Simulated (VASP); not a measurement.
A run of VASP 6.6.1 is set up as follows.

INCAR

```
PREC = Accurate
ENCUT = 600
EDIFF = 1E-7
ISMEAR = -1
SIGMA = 0.05
LREAL = False
LASPH = True
NELM = 80
ALGO = Normal
ISIF = 3
LWAVE = False
LCHARG = False
GGA = PE
IVDW = 13
IBRION = 2
NSW = 60
EDIFFG = -0.01
```

Contents of KPOINTS:

```
Automatic mesh
0
Gamma
  11 11 6
```

The input POSCAR:

```
Ru
1.0
    2.7058000000      0.0000000000      0.0000000000
   -1.3529000000      2.3432915376      0.0000000000
    0.0000000000      0.0000000000      4.2819000000
Ru
2
Direct
    0.6666666667      0.3333333333      0.7500000000
    0.3333333333      0.6666666667      0.2500000000
```

Potentials or basis: VASP PAW PBE potentials, release 64 (Ru_pv).

Run with:

```bash
$ cat potpaw_PBE.64/Ru_pv/POTCAR > POTCAR
$ mpirun -np 1 vasp_std > vasp.out
```

Predict the relaxed volume.

13.52 Å³/atom.

What does it give for the relaxed cell?

a = 2.702 Å, b = 2.702 Å, c = 4.276 Å, α = 90.00°, β = 90.00°, γ = 120.00°.

Predict the band gap on the k mesh.

zero (band 14 reaches 14.43 eV, above the bottom of band 15 at 11.34 eV).

The path:
```tsv
step	energy change (eV)	largest force (eV/Å)	pressure (GPa)	volume (Å³)
1	0.0000	0.0000	-1.40	27.15
2	0.0042	0.0000	4.43	26.69
3	-0.0005	0.0000	0.00	27.03
```

Caveat: pairwise dispersion overbinds metals, which lowers pressure and volume.
